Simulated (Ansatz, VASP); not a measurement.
**One calculation of In2GaP3, two programs**

INCAR

```
ALGO = Normal
EDIFF = 1E-7
EDIFFG = -0.01
ENCUT = 600
GGA = PE
IBRION = 2
ISIF = 3
ISMEAR = 0
LASPH = T
LCHARG = F
LREAL = F
LWAVE = F
NELM = 60
NSW = 100
PREC = Accurate
SIGMA = 0.1
```

The input KPOINTS:

```
k-points
0
Gamma
  12 12 4
```

File POSCAR:

```
In2GaP3
1.0
    3.8070549749      0.0000000000      0.0000000000
   -1.9035274875      3.2970063219      0.0000000000
    0.0000000000      0.0000000000      9.4909415199
In Ga P
2 1 3
Direct
    0.3333333333      0.6666666667      0.6742141266
    0.6666666667      0.3333333333      0.3257858734
    0.0000000000      0.0000000000      0.0000000000
    0.0000000000      0.0000000000      0.5000000000
    0.3333333333      0.6666666667      0.1494387804
    0.6666666667      0.3333333333      0.8505612196
```

Input for Ansatz:

```yaml
crystal:
  lattice:
    - [3.8070549749, 0.0, 0.0]
    - [-1.9035274875, 3.2970063219, 0.0]
    - [0.0, 0.0, 9.4909415199]
  atoms:
    - { symbol: In, position: [0.3333333333, 0.6666666667, 0.6742141266] }
    - { symbol: In, position: [0.6666666667, 0.3333333333, 0.3257858734] }
    - { symbol: Ga, position: [0.0, 0.0, 0.0] }
    - { symbol: P, position: [0.0, 0.0, 0.5] }
    - { symbol: P, position: [0.3333333333, 0.6666666667, 0.1494387804] }
    - { symbol: P, position: [0.6666666667, 0.3333333333, 0.8505612196] }
basis:
  ecutwfc: 420
kpoints:
  mp_grid: { grid: [12, 12, 4] }
hamiltonian:
  xc: pbe
scf:
  occupations: { method: gaussian, width: 0.1 }
output:
  forces: true
  stress: true
  eigenvalues: true
relax:
  adjacent_minimum: "off"
  f_tol: 0.01
  max_steps: 80
  cell: { stress_tol: 0.05 }
```

Alike in both runs: task relaxation of cell and atoms; functional PBE; k mesh 12 × 12 × 4; occupations gaussian, width 0.1 eV; no spin polarisation.

|  | VASP | Ansatz |
| --- | --- | --- |
| version | VASP 6.6.1 | Ansatz 0.2.0 |
| potentials or method | VASP PAW PBE potentials, release 64 (In_d, Ga_d, P), cutoff 600 eV | scalar-relativistic, plane waves, PAW |
| valence electrons in the cell | 54 | 54 |

Ansatz gave:

| Property | Result |
| --- | --- |
| gap on the k mesh at the Fermi level, each at its own relaxed structure (eV) | none |
| relaxed volume (Å³/atom) | 19.86 |
| relaxed length of the cell vector where the two differ most in proportion (Å) | 9.358 |

Q: What did VASP give for the same quantities?

A: gap on the k mesh at the Fermi level, each at its own relaxed structure (eV): none; relaxed volume (Å³/atom): 19.86; relaxed length of the cell vector where the two differ most in proportion (Å): 9.361.

A gap of «none» marks a metal or a gap that the smearing closes.
